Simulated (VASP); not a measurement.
Input of a VASP 6.6.1 run:

File INCAR:

```
SYSTEM = Ba2O
  PREC = Accurate
  ENCUT = 520
  EDIFF = 1E-6
  ISMEAR = -1
  SIGMA = 0.06122561905347299
  LREAL = .False.
  LASPH = .True.
  NELM = 100
  ALGO = Normal
  ISIF = 2
  LWAVE = .False.
  LCHARG = .False.
  GGA = PE
  NBANDS = 20
```

File KPOINTS:

```
Automatic mesh
0
Gamma
  10 10 10
  0 0 0
```

POSCAR

```
Ba2O
1.0
    0.0000000000      3.4841960964      3.4841960964
    3.4841960964      0.0000000000      3.4841960964
    3.4841960964      3.4841960964      0.0000000000
Ba O
2 1
Direct
    0.2500000000      0.2500000000      0.2500000000
    0.7500000000      0.7500000000      0.7500000000
    0.0000000000      0.0000000000      0.0000000000
```

Potentials or basis: VASP PAW PBE potentials, release 64 (Ba_sv, O).

Launch:

```bash
$ cat potpaw_PBE.64/Ba_sv/POTCAR potpaw_PBE.64/O/POTCAR > POTCAR
$ mpirun -np 1 vasp_std > vasp.out
```

**Question.** Predict the band gap on the k mesh.

**Answer.** Zero (bands 13 and 14 overlap by 0.48 eV).

**Question.** Estimate the pressure.

**Answer.** -0.6 GPa.

Caveat: spin-orbit coupling is left out, which moves the levels of the heavy elements.
